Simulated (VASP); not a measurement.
Sr2CaN2, 5 atoms in the cell. The typed cell holds 5 atoms: a = 3.802 Å, b = 3.802 Å, c = 9.526 Å, α = 90.00°, β = 90.00°, γ = 120.00°. 

| Quantity | Value |
| --- | --- |
| Program | VASP 6.6.1 |
| Task | single point |
| Functional | r2SCAN |
| Potentials or basis | VASP PAW PBE potentials, release 64 (Sr_sv, Ca_sv, N) |
| Cutoff | 520 eV |
| k mesh | 6 × 6 × 2 |
| Occupations | fermi-dirac, width 0.05 eV |
| Spin | no spin polarisation |
| Dipole correction | no |
| Further INCAR settings | ALGO = Normal; EDIFF = 1e-06; NBANDS = 28 |

Potentials or basis: VASP PAW PBE potentials, release 64 (Sr_sv, Ca_sv, N).

Command:

```sh
$ cat potpaw_PBE.64/Sr_sv/POTCAR potpaw_PBE.64/Ca_sv/POTCAR potpaw_PBE.64/N/POTCAR > POTCAR
$ cp INCAR.step1 INCAR
$ mpirun -np 1 vasp_std > vasp.out
$ cp INCAR.step2 INCAR
$ mpirun -np 1 vasp_std > vasp.out
```

Hardware: 1 thread of Intel(R) Xeon(R) 6975P-C (Granite Rapids) (shared host).

**Question.** How long does it take, and how much memory?

**Answer.** Wall time 4.2 min on 1 thread of Intel(R) Xeon(R) 6975P-C (Granite Rapids) (shared host), peak memory 0.33 GiB. Counts: k points 40.
